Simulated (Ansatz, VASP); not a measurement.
**One calculation of BeS, two programs**

```
Be S
1.0
     2.52770    2.52770    0.00000
    -2.52770    2.52770    0.00000
     0.00000    0.00000    4.65165
Be S
2 2
Direct
  0.00000 0.00000 0.00000
  0.50000 0.50000 0.50000
  0.50000 0.00000 0.25000
  0.00000 0.50000 0.75000
```

Alike in both runs: task single point; functional PBEsol; k mesh 8 × 8 × 6; occupations gaussian, width 0.02 eV; no spin polarisation.

|  | VASP | Ansatz |
| --- | --- | --- |
| version | VASP 6.6.1 | Ansatz 0.2.0 |
| potentials or method | VASP PAW PBE potentials, release 64 (Be, S), cutoff 520 eV | scalar-relativistic, plane waves, PAW |
| valence electrons in the cell | 16 | 16 |

Ansatz gave:

| Property | Result |
| --- | --- |
| gap on the k mesh at the Fermi level (eV) | 2.41 |
| least direct gap on the mesh (eV) | 2.41 |
| pressure (GPa) | -4.4 |
| traceless stress, the component that is largest in VASP (GPa) | 4.41 |

**Question.** What did VASP give for the same quantities?

**Answer.** gap on the k mesh at the Fermi level (eV): 2.41; least direct gap on the mesh (eV): 2.41; pressure (GPa): -4.3; traceless stress, the component that is largest in VASP (GPa): 4.39.

VASP's potentials were made for PBE, not for PBEsol.
